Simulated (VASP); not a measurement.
Input of a VASP 6.6.1 run:

Contents of POSCAR:

```
S
1.0
    0.0000000000      2.8900000000      2.8900000000
    2.8900000000      0.0000000000      2.8900000000
    2.8900000000      2.8900000000      0.0000000000
S
2
Direct
    0.0000000000      0.0000000000      0.0000000000
    0.2500000000      0.2500000000      0.2500000000
```

The input INCAR.step1:

```
PREC = Accurate
ENCUT = 550
ISMEAR = 1
SIGMA = 0.05
LREAL = False
LASPH = True
NELM = 120
GGA = PE
ALGO = Normal
EDIFF = 1E-5
LWAVE = True
LCHARG = False
GGA_COMPAT = False
IBRION = 2
ISIF = 3
EDIFFG = -0.005
NELMIN = 4
NSW = 100
```

File INCAR.step2:

```
PREC = Accurate
ENCUT = 550
EDIFF = 1E-7
ISMEAR = 1
SIGMA = 0.05
LREAL = False
LASPH = True
NELM = 120
ALGO = Normal
ISIF = 3
LWAVE = False
LCHARG = False
METAGGA = R2SCAN
LMIXTAU = True
IBRION = 2
NSW = 80
EDIFFG = -0.01
ISTART = 1
GGA_COMPAT = False
NELMIN = 4
```

Contents of KPOINTS:

```
Automatic mesh
0
Gamma
  5 5 5
```

Potentials or basis: VASP PAW PBE potentials, release 64 (S).

The run is started by

```bash
$ cat potpaw_PBE.64/S/POTCAR > POTCAR
$ cp INCAR.step1 INCAR
$ mpirun -np 1 vasp_std > vasp.out
$ cp INCAR.step2 INCAR
$ mpirun -np 1 vasp_std > vasp.out
```

Task: What does it give for the space group after relaxing (to 0.1 Å)?

Result: Fd-3m (No. 227).

Task: What does it give for the relaxed cell?

Result: a = 4.065 Å, b = 4.065 Å, c = 4.065 Å, α = 60.00°, β = 60.00°, γ = 60.00°.

Task: Estimate the band gap on the k mesh.

Result: Zero (bands 6 and 7 overlap by 1.17 eV).

Task: Predict the relaxed volume.

Result: 23.74 Å³/atom.

Final structure:
```
CELL_PARAMETERS angstrom
0.00000 2.87416 2.87416
2.87416 0.00000 2.87416
2.87416 2.87416 0.00000
ATOMIC_POSITIONS crystal
S 0.00000 0.00000 0.00000
S 0.25000 0.25000 0.25000
```

Caveat: the k points lie up to 0.38 Å⁻¹ apart in the final cell, too coarse for converged energies and pressures of a metal; the PAW data sets were made with another functional, which shifts forces and pressure a little.
